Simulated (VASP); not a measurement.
A run of VASP 6.6.1 is set up as follows.

File POSCAR:

```
BN
1.0
    0.0000000000      1.8120551922      1.8120551922
    1.8120551922      0.0000000000      1.8120551922
    1.8120551922      1.8120551922      0.0000000000
B N
1 1
Direct
    0.0000000000      0.0000000000      0.0000000000
    0.2499999997      0.2499999997      0.2499999997
```

INCAR.step1

```
PREC = Accurate
ENCUT = 660
ISMEAR = -1
SIGMA = 0.01
LREAL = False
LASPH = True
NELM = 120
NBANDS = 11
GGA = PE
ALGO = Normal
EDIFF = 1E-5
LWAVE = True
LCHARG = False
GGA_COMPAT = False
```

File INCAR.step2:

```
PREC = Accurate
ENCUT = 660
EDIFF = 1E-6
ISMEAR = -1
SIGMA = 0.01
LREAL = False
LASPH = True
NELM = 120
ALGO = Normal
ISIF = 2
LWAVE = False
LCHARG = False
METAGGA = R2SCAN
LMIXTAU = True
NBANDS = 11
ISTART = 1
GGA_COMPAT = False
```

KPOINTS

```
regular mesh
0
Gamma
  13 13 13
```

Potentials or basis: VASP PAW PBE potentials, release 64 (B, N).

Command:

```sh
$ cat potpaw_PBE.64/B/POTCAR potpaw_PBE.64/N/POTCAR > POTCAR
$ cp INCAR.step1 INCAR
$ mpirun -np 1 vasp_std > vasp.out
$ cp INCAR.step2 INCAR
$ mpirun -np 1 vasp_std > vasp.out
```

Q: Estimate the pressure.

A: -3.4 GPa.

Q: What does it give for the band gap on the k mesh?

A: 5.04 eV, indirect (least direct gap 9.49 eV).

Caveat: the PAW data sets were made with another functional, which shifts forces and pressure a little. r2SCAN opens gaps a little over a GGA but as a rule still falls short of measured ones.
